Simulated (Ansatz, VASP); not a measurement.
Two plane-wave programs on Mo

Contents of POSCAR:

```
Mo
1.0
   -1.5925232225      1.5925232225      1.5288222936
    1.5925232225     -1.5925232225      1.5288222936
    1.5925232225      1.5925232225     -1.5288222936
Mo
1
Direct
    0.0000000000      0.0000000000      0.0000000000
```

Contents of INCAR.step1:

```
ALGO = Normal ; EDIFF = 1E-4
ENCUT = 520 ; GGA = PE
ISMEAR = 0 ; LASPH = T
LCHARG = F ; LREAL = F
LWAVE = T ; NBANDS = 13
NELM = 60 ; PREC = Accurate
SIGMA = 0.15
```

INCAR.step2

```
ALGO = Normal ; EDIFF = 1E-7
ENCUT = 520 ; ISIF = 2
ISMEAR = 0 ; ISTART = 1
LASPH = T ; LCHARG = F
LMIXTAU = T ; LREAL = F
LWAVE = F ; METAGGA = R2SCAN
NBANDS = 13 ; NELM = 60
PREC = Accurate ; SIGMA = 0.15
```

File KPOINTS:

```
k-points
0
Gamma
  24 24 24
```

Input for Ansatz:

```yaml
crystal:
  lattice:
    - [-1.5925232225, 1.5925232225, 1.5288222936]
    - [1.5925232225, -1.5925232225, 1.5288222936]
    - [1.5925232225, 1.5925232225, -1.5288222936]
  atoms:
    - { symbol: Mo, position: [0.0, 0.0, 0.0] }
basis:
  ecutwfc: 500
kpoints:
  mp_grid: { grid: [24, 24, 24] }
hamiltonian:
  xc: r2scan
scf:
  occupations: { method: gaussian, width: 0.15 }
output:
  forces: true
  stress: true
  eigenvalues: true
```

Alike in both runs: task single point; functional r2SCAN; k mesh 24 × 24 × 24; occupations gaussian, width 0.15 eV; no spin polarisation.

```csv
,VASP,Ansatz
version,VASP 6.6.1,Ansatz 0.2.0
potentials or method,"VASP PAW PBE potentials, release 64 (Mo_sv), cutoff 520 eV","scalar-relativistic, plane waves, PAW"
valence electrons in the cell,14,14
```

Ansatz gave:

| Quantity | Value |
| --- | --- |
| gap on the k mesh at the Fermi level (eV) | none |
| pressure (GPa) | 2.6 |
| traceless stress, the component that is largest in VASP (GPa) | 9.11 |

Question: Which values does VASP return?

Answer: gap on the k mesh at the Fermi level (eV): none; pressure (GPa): 3.8; traceless stress, the component that is largest in VASP (GPa): 9.10.

VASP's potentials were made for PBE, not for r2SCAN. A gap of «none» marks a metal or a gap that the smearing closes. The functional is the same, so the differences come from potentials, cutoffs and numerics.
